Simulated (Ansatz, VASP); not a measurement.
# Bi: VASP beside Ansatz

The input INCAR:

```
PREC     = Accurate       # precision mode
ENCUT    = 520            # plane-wave cutoff, eV
EDIFF    = 1E-7           # SCF threshold, eV
ISMEAR   = 0              # smearing method
SIGMA    = 0.15           # smearing width, eV
LREAL    = False          # projectors in reciprocal space
LASPH    = True           # aspherical terms in the spheres
NELM     = 80             # most SCF steps
ALGO     = Normal         # electronic algorithm
ISIF     = 2              # what is computed and relaxed
LWAVE    = False          # write WAVECAR
LCHARG   = False          # write CHGCAR
GGA      = PE             # functional
IVDW     = 12             # dispersion correction
NBANDS   = 14             # bands
```

Contents of KPOINTS:

```
Automatic mesh
0
Gamma
  18 18 18
```

File POSCAR:

```
Bi
1.0
   -1.9814305318      1.9814305318      1.9814305318
    1.9814305318     -1.9814305318      1.9814305318
    1.9814305318      1.9814305318     -1.9814305318
Bi
1
Direct
    0.0000000000      0.0000000000      0.0000000000
```

Input for Ansatz:

```yaml
crystal:
  lattice:
    - [-1.9814305318, 1.9814305318, 1.9814305318]
    - [1.9814305318, -1.9814305318, 1.9814305318]
    - [1.9814305318, 1.9814305318, -1.9814305318]
  atoms:
    - { symbol: Bi, position: [0.0, 0.0, 0.0] }
basis:
  ecutwfc: 420
kpoints:
  mp_grid: { grid: [18, 18, 18] }
hamiltonian:
  xc: pbe
  dispersion: d3bj
scf:
  occupations: { method: gaussian, width: 0.15 }
output:
  forces: true
  stress: true
  eigenvalues: true
```

Alike in both runs: task single point; functional PBE; dispersion D3(BJ); k mesh 18 × 18 × 18; occupations gaussian, width 0.15 eV; no spin polarisation.

|  | VASP | Ansatz |
| --- | --- | --- |
| version | VASP 6.6.1 | Ansatz 0.2.0 |
| potentials or method | VASP PAW PBE potentials, release 64 (Bi_d), cutoff 520 eV | scalar-relativistic, plane waves, PAW |
| valence electrons in the cell | 15 | 15 |

|  | VASP | Ansatz | Ansatz less VASP |
| --- | --- | --- | --- |
| gap on the k mesh at the Fermi level (eV) | none | none | - |
| pressure (GPa) | -1.7 | -1.7 | +0.06 |

A gap of «none» marks a metal or a gap that the smearing closes.

Neither program's run includes spin-orbit coupling.
